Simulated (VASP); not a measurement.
# CuI (Marshite) (I-4m2) in VASP: further runs

Runs on CuI (Marshite). Level: PBEsol. Tasks: single point.

All numbers are computed with VASP 6.6.1; they aren't measurements. Logs are shortened: lines on timing, memory, paths and dates and some standing lists are left out, and cuts for length are marked.

**1. The cell of the first run**

The structure is tetragonal, space group I-4m2 (No. 119). Conventional cell: a = 4.242 Å, b = 4.242 Å, c = 5.860 Å, α = 90.00°, β = 90.00°, γ = 90.00°. Cu (site symmetry -4m2) has 4 I at 2.58 Å within 3.4 Å. Within 3.4 Å of I (site symmetry -4m2) lie 4 Cu at 2.58 Å.

**2. Single point, PBEsol (in-plane strain +0.01, then relaxed in part)**

Input file INCAR:

```
SYSTEM = CuI
ALGO     = Normal         ! electronic algorithm
EDIFF    = 1E-7           ! SCF threshold, eV
ENCUT    = 520            ! plane-wave cutoff, eV
GGA      = PS             ! functional
ISIF     = 2              ! what is computed and relaxed
ISMEAR   = 0              ! smearing method
LASPH    = .TRUE.         ! aspherical terms in the spheres
LCHARG   = .FALSE.        ! write CHGCAR
LREAL    = .FALSE.        ! projectors in reciprocal space
LWAVE    = .FALSE.        ! write WAVECAR
NBANDS   = 16             ! bands
NELM     = 60             ! most SCF steps
PREC     = Accurate       ! precision mode
SIGMA    = 0.01           ! smearing width, eV
```

Input file KPOINTS:

```
k-points
0
G
  6 6 6
  0 0 0
```

Input file POSCAR:

```
CuI
1.0
    2.9992361021      2.9992361021      0.0000000000
   -2.9992361021      2.9992361021      0.0000000000
    0.0000000000      2.9992361021      2.9299314560
Cu I
1 1
Direct
    0.7500000000      0.2500000000      0.5000000000
    0.0000000000      0.0000000000      0.0000000000
```

Potentials or basis: VASP PAW PBE potentials, release 64 (Cu, I).

Started as:

```bash
> cat potpaw_PBE.64/Cu/POTCAR potpaw_PBE.64/I/POTCAR > POTCAR
> mpirun -np 1 vasp_std > vasp.out
```

OUTCAR:

```text
SYSTEM = CuI
   EDIFF = 1E-7
   ENCUT = 520
   GGA = PS
   ISIF = 2
   ISMEAR = 0
   LASPH = .TRUE.
   LREAL = .FALSE.
   NELM = 60
   PREC = Accurate

 ion  position               nearest neighbor table
   1  0.750  0.250  0.500-   2 2.58   2 2.58   2 2.58   2 2.58
   2  0.000  0.000  0.000-   1 2.58   1 2.58   1 2.58   1 2.58

  LATTYP: Found a body centered tetragonal cell.
 ALAT       =     4.2415603723
 C/A-ratio  =     1.3815347178

  Lattice vectors:

 A1 = (   2.9992361021,   0.0000000000,  -2.9299314560)
 A2 = (  -2.9992361021,   0.0000000000,  -2.9299314560)
 A3 = (   0.0000000000,   2.9992361021,   2.9299314560)

Analysis of symmetry for initial positions (statically):
=====================================================================
 Subroutine PRICEL returns:
 Original cell was already a primitive cell.

 Routine SETGRP: Setting up the symmetry group for a
 body centered tetragonal supercell.

 Subroutine GETGRP returns: Found  8 space group operations
 (whereof  8 operations were pure point group operations)
 out of a pool of 16 trial point group operations.

The static configuration has the point symmetry D_2d.

Analysis of symmetry for dynamics (positions and initial velocities):
=====================================================================
 Subroutine PRICEL returns:
 Original cell was already a primitive cell.

 Routine SETGRP: Setting up the symmetry group for a
 body centered tetragonal supercell.

 Subroutine GETGRP returns: Found  8 space group operations
 (whereof  8 operations were pure point group operations)
 out of a pool of 16 trial point group operations.

The dynamic configuration has the point symmetry D_2d.

 Subroutine INISYM returns: Found  8 space group operations
 (whereof  8 operations are pure point group operations),
 and found     1 'primitive' translations

----------------------------------------------------------------------------------------

                                     Primitive cell

  volume of cell :      52.7119

  direct lattice vectors                    reciprocal lattice vectors
     2.999236102  2.999236102  0.000000000     0.166709116  0.166709116 -0.170652456
    -2.999236102  2.999236102  0.000000000    -0.166709116  0.166709116 -0.170652456
     0.000000000  2.999236102  2.929931456     0.000000000  0.000000000  0.341304913

  length of vectors
     4.241560372  4.241560372  4.192840986     0.291043158  0.291043158  0.341304913

  position of ions in fractional coordinates (direct lattice)
     0.750000000  0.250000000  0.500000000
     0.000000000  0.000000000  0.000000000

  ion indices of the primitive-cell ions
   primitive index   ion index
                 1           1
                 2           2

----------------------------------------------------------------------------------------

 KPOINTS: k-points

Automatic generation of k-mesh.
 Grid dimensions read from file:
 generate k-points for:    6    6    6

 Generating k-lattice:

  Cartesian coordinates                     Fractional coordinates (reciprocal lattice)
     0.027784853  0.027784853 -0.028442076     0.166666667  0.000000000  0.000000000
    -0.027784853  0.027784853 -0.028442076     0.000000000  0.166666667  0.000000000
     0.000000000  0.000000000  0.056884152     0.000000000  0.000000000  0.166666667

  Length of vectors
     0.048507193  0.048507193  0.056884152

  Shift w.r.t. Gamma in fractional coordinates (k-lattice)
     0.000000000  0.000000000  0.000000000

 Subroutine IBZKPT returns following result:
 ===========================================

 Found     30 irreducible k-points:

 Following reciprocal coordinates:
            Coordinates               Weight
  0.000000  0.000000  0.000000      1.000000
  0.166667  0.000000  0.000000      8.000000
  0.333333  0.000000  0.000000      8.000000
  0.500000  0.000000  0.000000      4.000000
  0.166667  0.166667  0.000000      8.000000
  0.333333  0.166667  0.000000     16.000000
[... 16 lines left out ...]
 -0.333333 -0.333333  0.166667      4.000000
 -0.166667 -0.333333  0.166667     16.000000
 [... further k-points ...]
   k-points           NKPTS =     30   k-points in BZ     NKDIM =     30   number of bands    NBANDS=     16
   number of dos      NEDOS =    301   number of ions     NIONS =      2
   total plane-waves  NPLWV =  32768
   dimension x,y,z NGX =    32 NGY =   32 NGZ =   32
   dimension x,y,z NGXF=    64 NGYF=   64 NGZF=   64
   ions per type =               1   1
   NGX,Y,Z   is equivalent  to a cutoff of  12.54, 12.54, 12.69 a.u.
   NGXF,Y,Z  is equivalent  to a cutoff of  25.08, 25.08, 25.38 a.u.
 SYSTEM =  CuI
   PREC   = accura    normal or accurate (medium, high low for compatibility)
   ISTART =      0    job   : 0-new  1-cont  2-samecut
   ICHARG =      2    charge: 1-file 2-atom 10-const
   ISPIN  =      1    spin polarized calculation?
   LNONCOLLINEAR =      F non collinear calculations
   LSORBIT =      F    spin-orbit coupling
   LASPH  =      T    aspherical Exc in radial PAW
   ENCUT  =  520.0 eV  38.22 Ry    6.18 a.u.   7.89  7.89  7.80*2*pi/ulx,y,z
   NELM   =     60;   NELMIN=  2; NELMDL= -5     # of ELM steps
   EDIFF  = 0.1E-06   stopping-criterion for ELM
   LREAL  =      F    real-space projection
   EDIFFG = 0.1E-05   stopping-criterion for IOM
   NSW    =      0    number of steps for IOM
   IBRION =     -1    ionic relax: 0-MD 1-quasi-New 2-CG
   NFREE  =      0    steps in history (QN), initial steepest desc. (CG)
   ISIF   =      2    stress and relaxation
   ISYM   =      2    0-nonsym 1-usesym 2-fastsym
   POTIM  = 0.5000    time-step for ionic-motion
   TEBEG  =    0.0;   TEEND  =   0.0 temperature during run
   PSTRESS=    0.0 pullay stress
   NELECT =      18.0000    total number of electrons
   NUPDOWN=      -1.0000    fix difference up-down
   EMIN   =  10.00;   EMAX   =-10.00  energy-range for DOS
   EFERMI =   0.00;   METHOD = LEGACY
   ISMEAR =     0;   SIGMA  =   0.01  broadening in eV -4-tet -1-fermi 0-gaus
   EFERMI_NEDOS =   21; number of points for ismear=-14 and -15
   IALGO  =     38    algorithm
   IMIX   =      4    mixing-type and parameters
     AMIX     =   0.40;   BMIX     =  1.00
     AMIX_MAG =   1.60;   BMIX_MAG =  1.00
  volume/ion in A,a.u.               =      26.36       177.86
  Fermi-wavevector in a.u.,A,eV,Ry     =   1.144272  2.162361 17.814914  1.309359
  Thomas-Fermi vector in A             =   2.280965
   LORBIT       =      0    0 simple, 1 ext, 2 COOP (PROOUT), +10 PAW based schemes
   GGA     = PS    functional components
   LHFCALC =     F    Hartree Fock is set to
   AEXX    =    0.0000 exact exchange contribution
   IVDW    =     0    specifies the selected vdW correction
   LEPSILON=     F    determine dielectric tensor
   LRPA    =     F    only Hartree local field effects (RPA)
 non-spin polarized calculation
 Gauss-broadening in eV      SIGMA  =   0.01
  energy-cutoff  :      520.00
  volume of cell :       52.71
 maximum number of plane-waves:      1436
   NGX = 15   NGY = 15   NGZ = 15

 number of electron      17.9999995 magnetization

 Free energy of the ion-electron system (eV)
  ---------------------------------------------------
  ext. energy  EPLUGINS =         0.00000000
  ---------------------------------------------------
  free energy    TOTEN  =        -6.31655231 eV

  energy without entropy =       -6.31655231  energy(sigma->0) =       -6.31655231

 E-fermi :   5.0025     XC(G=0):  -9.3968

 val. band max:        4.9264825501   @ k =   0.0000   0.0000   0.0000
 cond. band min:       6.0766929066   @ k =   0.0000   0.0000   0.0000
 fundamental gap:      1.1502103565
 Fermi energy:         5.0024615081

 k-point     1 :       0.0000    0.0000    0.0000
  band No.  band energies     occupation
      1      -9.4300      2.00000
      2       0.9874      2.00000
      3       0.9874      2.00000
      4       1.0139      2.00000
      5       2.7750      2.00000
      6       2.7974      2.00000
[... 8 lines left out ...]
     15      14.4004      0.00000
     16      14.7356      0.00000

 k-point     2 :       0.1667    0.0000    0.0000
  band No.  band energies     occupation
      1      -9.2865      2.00000
      2       0.4787      2.00000
      3       0.9937      2.00000
      4       1.0259      2.00000
      5       2.7667      2.00000
      6       2.7849      2.00000
[... 8 lines left out ...]
     15      13.6842      0.00000
     16      14.0133      0.00000

 k-point     3 :       0.3333    0.0000    0.0000
  band No.  band energies     occupation
      1      -8.9679      2.00000
      2      -0.5513      2.00000
      3       0.9969      2.00000
      4       1.0600      2.00000
      5       2.7844      2.00000
      6       2.7901      2.00000
[... 8 lines left out ...]
     15      14.1635      0.00000
     16      14.1726      0.00000

 k-point     4 :       0.5000    0.0000    0.0000
  band No.  band energies     occupation
      1      -8.7884      2.00000
      2      -1.0593      2.00000
      3       0.9933      2.00000
      4       1.0726      2.00000
      5       2.8141      2.00000
      6       2.8179      2.00000
[... 8 lines left out ...]
     15      15.8200      0.00000
     16      16.0010      0.00000
[... 324 lines left out ...]
 k-point    22 :      -0.1667    0.5000    0.1667
  band No.  band energies     occupation
      1      -8.7508      2.00000
      2      -0.5604      2.00000
      3       0.5343      2.00000
      4       0.9549      2.00000
      5       2.7126      2.00000
      6       2.7936      2.00000
[... 8 lines left out ...]
     15      15.8169      0.00000
     16      17.0934      0.00000

 k-point    23 :      -0.3333   -0.3333    0.1667
  band No.  band energies     occupation
      1      -8.5696      2.00000
      2      -0.7455      2.00000
      3       0.3722      2.00000
      4       0.8510      2.00000
      5       2.7220      2.00000
      6       2.7359      2.00000
[... 8 lines left out ...]
     15      16.8228      0.00000
     16      17.1578      0.00000

 k-point    24 :      -0.1667   -0.3333    0.1667
  band No.  band energies     occupation
      1      -8.6197      2.00000
      2      -0.6108      2.00000
      3       0.1835      2.00000
      4       0.9202      2.00000
      5       2.6801      2.00000
      6       2.7896      2.00000
[... 8 lines left out ...]
     15      16.1999      0.00000
     16      17.0247      0.00000

 [... further k-points ...]
[... 5 lines left out ...]
  --------------------------------------------------------------------------------------
  -------------------------------------------------------------------------------------
  Total       -0.1104118     -0.1104118      0.0327071      0.0000000     -0.0000000      0.0000000
  in kB       -3.3559650     -3.3559650      0.9941305      0.0000000     -0.0000000      0.0000000
  external PRESSURE =      -1.9059331 kB  Pullay stress =       0.0000000 kB

 VOLUME and BASIS-vectors are now :
 -----------------------------------------------------------------------------
  energy-cutoff  :      520.00
  volume of cell :       52.71
      direct lattice vectors                 reciprocal lattice vectors
     2.999236102  2.999236102  0.000000000     0.166709116  0.166709116 -0.170652456
    -2.999236102  2.999236102  0.000000000    -0.166709116  0.166709116 -0.170652456
     0.000000000  2.999236102  2.929931456     0.000000000  0.000000000  0.341304913

 POSITION                                       TOTAL-FORCE (eV/Angst)
 -----------------------------------------------------------------------------------
      1.49962      4.49885      1.46497         0.000000     -0.000000      0.000000
      0.00000      0.00000      0.00000        -0.000000      0.000000      0.000000
 -----------------------------------------------------------------------------------
    total drift:                                0.000000     -0.000000     -0.000000

  FREE ENERGIE OF THE ION-ELECTRON SYSTEM (eV)
  ---------------------------------------------------
  free  energy   TOTEN  =        -6.3165523088 eV

  energy  without entropy=       -6.3165523088  energy(sigma->0) =       -6.31655231
```

Run time: 12 s. Hardware: 1 thread of Intel Xeon 6975P-C (Granite Rapids), shared host; peak memory 0.18 GiB.

What came out:

```
Free energy            : -6.3166 eV
Pressure               : -0.2 GPa
Band gap on the k mesh : 1.15 eV, direct
```

Levels at points of the mesh, in eV from the valence-band top:
```
           k point  band 5  band 6  band 7  band 8  band 9  band 10  band 11  band 12  band 13  band 14
(0.00, 0.00, 0.00)   -2.15   -2.13   -0.04   -0.04    0.00     1.15     4.73     4.73     4.77     8.09
(0.50, 0.00, 0.00)   -2.11   -2.11   -2.06   -0.86   -0.81     2.09     5.20     5.39     7.31     9.21
(0.50, 0.50, 0.00)   -2.19   -2.09   -2.04   -1.76   -1.72     2.50     2.84     9.37     9.86    10.05
(0.00, 0.00, 0.50)   -2.17   -2.06   -2.05   -1.75   -1.75     2.40     2.67     9.57     9.96     9.96
```

Caveat: the cell differs from its parent crystal (in-plane strain +0.01, then relaxed in part); the PAW data sets were made with another functional, which shifts forces and pressure a little; spin-orbit coupling is left out, which moves the levels of the heavy elements.

[end of part 1 of 2]
